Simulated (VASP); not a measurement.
# LiCl in VASP: a series of runs

Runs on LiCl. Level: PBE. Tasks: single point, relaxation of cell and atoms.

All numbers are computed with VASP 6.6.1; they aren't measurements. Logs are shortened: lines on timing, memory, paths and dates and some standing lists are left out, and cuts for length are marked.

## Step 1: The cell of the first run

Symmetry: P6_3/mmc, No. 194, hexagonal system. The conventional cell has a = 3.608 Å, b = 3.608 Å, c = 6.063 Å, α = 90.00°, β = 90.00°, γ = 120.00°. Within 3.4 Å of Li (site symmetry -3m) lie 6 Cl at 2.58 Å and 2 Li at 3.03 Å. Cl (site symmetry -6m2) has 6 Li at 2.58 Å within 3.4 Å.

## Step 2: Single point, PBE

INCAR

```
SYSTEM = LiCl
ALGO     = Normal         ! electronic algorithm
EDIFF    = 1E-7           ! SCF threshold, eV
ENCUT    = 520            ! plane-wave cutoff, eV
GGA      = PE             ! functional
ISIF     = 2              ! what is computed and relaxed
ISMEAR   = 0              ! smearing method
LASPH    = .TRUE.         ! aspherical terms in the spheres
LCHARG   = .FALSE.        ! write CHGCAR
LREAL    = .FALSE.        ! projectors in reciprocal space
LWAVE    = .FALSE.        ! write WAVECAR
NBANDS   = 18             ! bands
NELM     = 60             ! most SCF steps
PREC     = Accurate       ! precision mode
SIGMA    = 0.1            ! smearing width, eV
```

KPOINTS

```
k-points
0
G
  6 6 4
  0 0 0
```

POSCAR

```
LiCl
1.0
    3.6076615462      0.0000000000      0.0000000000
   -1.8038307731      3.1243265473      0.0000000000
    0.0000000000      0.0000000000      6.0626442207
Li Cl
2 2
Direct
    0.0000000000      0.0000000000      0.5000000000
    0.0000000000      0.0000000000      0.0000000000
    0.6666666667      0.3333333333      0.2500000000
    0.3333333333      0.6666666667      0.7500000000
```

Potentials or basis: VASP PAW PBE potentials, release 64 (Li_sv, Cl).

Started as:

```
> cat potpaw_PBE.64/Li_sv/POTCAR potpaw_PBE.64/Cl/POTCAR > POTCAR
> mpirun -np 1 vasp_std > vasp.out
```

OUTCAR:

```text
SYSTEM = LiCl
   EDIFF = 1E-7
   ENCUT = 520
   GGA = PE
   ISIF = 2
   ISMEAR = 0
   LASPH = .TRUE.
   LREAL = .FALSE.
   NELM = 60
   PREC = Accurate

 ion  position               nearest neighbor table
   1  0.000  0.000  0.500-   3 2.58   4 2.58   3 2.58   4 2.58   3 2.58   4 2.58
   2  0.000  0.000  0.000-   3 2.58   4 2.58   3 2.58   4 2.58   3 2.58   4 2.58
   3  0.667  0.333  0.250-   1 2.58   2 2.58   1 2.58   2 2.58   1 2.58   2 2.58
   4  0.333  0.667  0.750-   1 2.58   2 2.58   1 2.58   2 2.58   1 2.58   2 2.58

  LATTYP: Found a hexagonal cell.
 ALAT       =     3.6076615462
 C/A-ratio  =     1.6804914050

  Lattice vectors:

 A1 = (   3.6076615462,   0.0000000000,   0.0000000000)
 A2 = (  -1.8038307731,   3.1243265473,   0.0000000000)
 A3 = (   0.0000000000,   0.0000000000,   6.0626442207)

Analysis of symmetry for initial positions (statically):
=====================================================================
 Subroutine PRICEL returns:
 Original cell was already a primitive cell.

 Routine SETGRP: Setting up the symmetry group for a
 hexagonal supercell.

 Subroutine GETGRP returns: Found 24 space group operations
 (whereof 12 operations were pure point group operations)
 out of a pool of 24 trial point group operations.

The static configuration has the point symmetry D_3d.
 The point group associated with its full space group is D_6h.

Analysis of symmetry for dynamics (positions and initial velocities):
=====================================================================
 Subroutine PRICEL returns:
 Original cell was already a primitive cell.

 Routine SETGRP: Setting up the symmetry group for a
 hexagonal supercell.

 Subroutine GETGRP returns: Found 24 space group operations
 (whereof 12 operations were pure point group operations)
 out of a pool of 24 trial point group operations.

The dynamic configuration has the point symmetry D_3d.
 The point group associated with its full space group is D_6h.

 Subroutine INISYM returns: Found 24 space group operations
 (whereof 12 operations are pure point group operations),
 and found     1 'primitive' translations

----------------------------------------------------------------------------------------

                                     Primitive cell

  volume of cell :      68.3352

  direct lattice vectors                    reciprocal lattice vectors
     3.607661546  0.000000000  0.000000000     0.277187865  0.160034488  0.000000000
    -1.803830773  3.124326547  0.000000000     0.000000000  0.320068976  0.000000000
     0.000000000  0.000000000  6.062644221     0.000000000  0.000000000  0.164944530

  length of vectors
     3.607661546  3.607661546  6.062644221     0.320068976  0.320068976  0.164944530

  position of ions in fractional coordinates (direct lattice)
     0.000000000  0.000000000  0.500000000
     0.000000000  0.000000000  0.000000000
     0.666666667  0.333333333  0.250000000
     0.333333333  0.666666667  0.750000000

  ion indices of the primitive-cell ions
   primitive index   ion index
                 1           1
                 2           2
                 3           3
                 4           4

----------------------------------------------------------------------------------------

 KPOINTS: k-points

Automatic generation of k-mesh.
 Grid dimensions read from file:
 generate k-points for:    6    6    4

 Generating k-lattice:

  Cartesian coordinates                     Fractional coordinates (reciprocal lattice)
     0.046197977  0.026672415  0.000000000     0.166666667 -0.000000000  0.000000000
     0.000000000  0.053344829  0.000000000     0.000000000  0.166666667  0.000000000
     0.000000000  0.000000000  0.041236132     0.000000000  0.000000000  0.250000000

  Length of vectors
     0.053344829  0.053344829  0.041236132

  Shift w.r.t. Gamma in fractional coordinates (k-lattice)
     0.000000000  0.000000000  0.000000000

 Subroutine IBZKPT returns following result:
 ===========================================

 Found     21 irreducible k-points:

 Following reciprocal coordinates:
            Coordinates               Weight
  0.000000  0.000000  0.000000      1.000000
  0.166667  0.000000  0.000000      6.000000
  0.333333  0.000000  0.000000      6.000000
  0.500000  0.000000  0.000000      3.000000
  0.166667  0.166667  0.000000      6.000000
  0.333333  0.166667  0.000000     12.000000
[... 13 lines left out ...]
  0.333333  0.166667  0.500000     12.000000
  0.333333  0.333333  0.500000      2.000000
   k-points           NKPTS =     21   k-points in BZ     NKDIM =     21   number of bands    NBANDS=     18
   number of dos      NEDOS =    301   number of ions     NIONS =      4
   total plane-waves  NPLWV =  37632
   dimension x,y,z NGX =    28 NGY =   28 NGZ =   48
   dimension x,y,z NGXF=    56 NGYF=   56 NGZF=   96
   ions per type =               2   2
   NGX,Y,Z   is equivalent  to a cutoff of  12.90, 12.90, 13.16 a.u.
   NGXF,Y,Z  is equivalent  to a cutoff of  25.81, 25.81, 26.32 a.u.
 SYSTEM =  LiCl
   PREC   = accura    normal or accurate (medium, high low for compatibility)
   ISTART =      0    job   : 0-new  1-cont  2-samecut
   ICHARG =      2    charge: 1-file 2-atom 10-const
   ISPIN  =      1    spin polarized calculation?
   LNONCOLLINEAR =      F non collinear calculations
   LSORBIT =      F    spin-orbit coupling
   LASPH  =      T    aspherical Exc in radial PAW
   ENCUT  =  520.0 eV  38.22 Ry    6.18 a.u.   6.71  6.71 11.27*2*pi/ulx,y,z
   NELM   =     60;   NELMIN=  2; NELMDL= -5     # of ELM steps
   EDIFF  = 0.1E-06   stopping-criterion for ELM
   LREAL  =      F    real-space projection
   EDIFFG = 0.1E-05   stopping-criterion for IOM
   NSW    =      0    number of steps for IOM
   IBRION =     -1    ionic relax: 0-MD 1-quasi-New 2-CG
   NFREE  =      0    steps in history (QN), initial steepest desc. (CG)
   ISIF   =      2    stress and relaxation
   ISYM   =      2    0-nonsym 1-usesym 2-fastsym
   POTIM  = 0.5000    time-step for ionic-motion
   TEBEG  =    0.0;   TEEND  =   0.0 temperature during run
   PSTRESS=    0.0 pullay stress
   NELECT =      20.0000    total number of electrons
   NUPDOWN=      -1.0000    fix difference up-down
   EMIN   =  10.00;   EMAX   =-10.00  energy-range for DOS
   EFERMI =   0.00;   METHOD = LEGACY
   ISMEAR =     0;   SIGMA  =   0.10  broadening in eV -4-tet -1-fermi 0-gaus
   EFERMI_NEDOS =   21; number of points for ismear=-14 and -15
   IALGO  =     38    algorithm
   IMIX   =      4    mixing-type and parameters
     AMIX     =   0.40;   BMIX     =  1.00
     AMIX_MAG =   1.60;   BMIX_MAG =  1.00
  volume/ion in A,a.u.               =      17.08       115.29
  Fermi-wavevector in a.u.,A,eV,Ry     =   1.086935  2.054008 16.074287  1.181427
  Thomas-Fermi vector in A             =   2.223083
   LORBIT       =      0    0 simple, 1 ext, 2 COOP (PROOUT), +10 PAW based schemes
   GGA     = PE    functional components
   LHFCALC =     F    Hartree Fock is set to
   AEXX    =    0.0000 exact exchange contribution
   IVDW    =     0    specifies the selected vdW correction
   LEPSILON=     F    determine dielectric tensor
   LRPA    =     F    only Hartree local field effects (RPA)
 non-spin polarized calculation
 Gauss-broadening in eV      SIGMA  =   0.10
  energy-cutoff  :      520.00
  volume of cell :       68.34
 maximum number of plane-waves:      1860
 NGX is ok and might be reduce to    28
   NGX = 13   NGY = 13   NGZ = 23

 number of electron      19.9999991 magnetization

 Free energy of the ion-electron system (eV)
  ---------------------------------------------------
  ext. energy  EPLUGINS =         0.00000000
  ---------------------------------------------------
  free energy    TOTEN  =       -14.71186551 eV

  energy without entropy =      -14.71186551  energy(sigma->0) =      -14.71186551

 E-fermi :   1.0242     XC(G=0):  -8.6727

 val. band max:        0.5183816502   @ k =   0.0000   0.0000   0.0000
 cond. band min:       6.7505042646   @ k =   0.0000   0.0000   0.0000
 fundamental gap:      6.2321226144
 Fermi energy:         1.0241935623

 k-point     1 :       0.0000    0.0000    0.0000
  band No.  band energies     occupation
      1     -43.0922      2.00000
      2     -43.0850      2.00000
      3     -12.8776      2.00000
      4     -12.3768      2.00000
      5      -2.3029      2.00000
      6       0.3152      2.00000
[... 10 lines left out ...]
     17      12.9759      0.00000
     18      13.1115      0.00000

 k-point     2 :       0.1667    0.0000    0.0000
  band No.  band energies     occupation
      1     -43.0916      2.00000
      2     -43.0846      2.00000
      3     -12.7589      2.00000
      4     -12.2957      2.00000
      5      -2.1304      2.00000
      6      -0.5090      2.00000
[... 10 lines left out ...]
     17      11.5763      0.00000
     18      12.4831      0.00000

 k-point     3 :       0.3333    0.0000    0.0000
  band No.  band energies     occupation
      1     -43.0907      2.00000
      2     -43.0837      2.00000
      3     -12.4845      2.00000
      4     -12.1450      2.00000
      5      -1.6749      2.00000
      6      -1.6624      2.00000
[... 10 lines left out ...]
     17      11.7405      0.00000
     18      13.2201      0.00000

 k-point     4 :       0.5000    0.0000    0.0000
  band No.  band energies     occupation
      1     -43.0902      2.00000
      2     -43.0833      2.00000
      3     -12.3107      2.00000
      4     -12.0920      2.00000
      5      -2.0876      2.00000
      6      -1.9182      2.00000
[... 312 lines left out ...]
      4     -12.3763      2.00000
      5      -1.5276      2.00000
      6      -1.5276      2.00000
[... 10 lines left out ...]
     17      12.2147      0.00000
     18      12.2147      0.00000

 k-point    20 :       0.3333    0.1667    0.5000
  band No.  band energies     occupation
      1     -43.0867      2.00000
      2     -43.0867      2.00000
      3     -12.2028      2.00000
      4     -12.2028      2.00000
      5      -2.0557      2.00000
      6      -2.0557      2.00000
[... 10 lines left out ...]
     17      12.3701      0.00000
     18      12.3701      0.00000

 k-point    21 :       0.3333    0.3333    0.5000
  band No.  band energies     occupation
      1     -43.0865      2.00000
      2     -43.0865      2.00000
      3     -12.1430      2.00000
      4     -12.1430      2.00000
      5      -1.8818      2.00000
      6      -1.8818      2.00000
[... 10 lines left out ...]
     17      11.9639      0.00000
     18      11.9639      0.00000

------------------------ aborting loop because EDIFF is reached ----------------------------------------

  FORCE on cell =-STRESS in cart. coord.  units (eV):
  Direction    XX          YY          ZZ          XY          YZ          ZX
  --------------------------------------------------------------------------------------
  -------------------------------------------------------------------------------------
  Total       -0.1061508     -0.1061508     -0.0094852      0.0000000     -0.0000000      0.0000000
  in kB       -2.4887976     -2.4887976     -0.2223895      0.0000000     -0.0000000      0.0000000
  external PRESSURE =      -1.7333282 kB  Pullay stress =       0.0000000 kB

 VOLUME and BASIS-vectors are now :
 -----------------------------------------------------------------------------
  energy-cutoff  :      520.00
  volume of cell :       68.34
      direct lattice vectors                 reciprocal lattice vectors
     3.607661546  0.000000000  0.000000000     0.277187865  0.160034488  0.000000000
    -1.803830773  3.124326547  0.000000000     0.000000000  0.320068976  0.000000000
     0.000000000  0.000000000  6.062644221     0.000000000  0.000000000  0.164944530

 POSITION                                       TOTAL-FORCE (eV/Angst)
 -----------------------------------------------------------------------------------
      0.00000      0.00000      3.03132        -0.000000      0.000000     -0.000000
      0.00000      0.00000      0.00000        -0.000000      0.000000     -0.000000
      1.80383      1.04144      1.51566        -0.000000      0.000000     -0.000000
     -0.00000      2.08288      4.54698         0.000000     -0.000000      0.000000
 -----------------------------------------------------------------------------------
    total drift:                                0.000000     -0.000000     -0.000000

  FREE ENERGIE OF THE ION-ELECTRON SYSTEM (eV)
  ---------------------------------------------------
  free  energy   TOTEN  =       -14.7118655109 eV

  energy  without entropy=      -14.7118655109  energy(sigma->0) =      -14.71186551
```

It took 15 s on 1 thread of Intel Xeon 6975P-C (Granite Rapids), shared host; peak memory 0.18 GiB.

What came out:

```yaml
Free_energy: -14.7119 eV
Band_gap_on_the_k_mesh: 6.23 eV, direct
```

Caveat: the cutoff is under 1.25 times the usual one of these potentials, so pressure, stress and relaxed cells hold a basis-set (Pulay) error. A k mesh can miss the band edges.

[end of part 1 of 3]
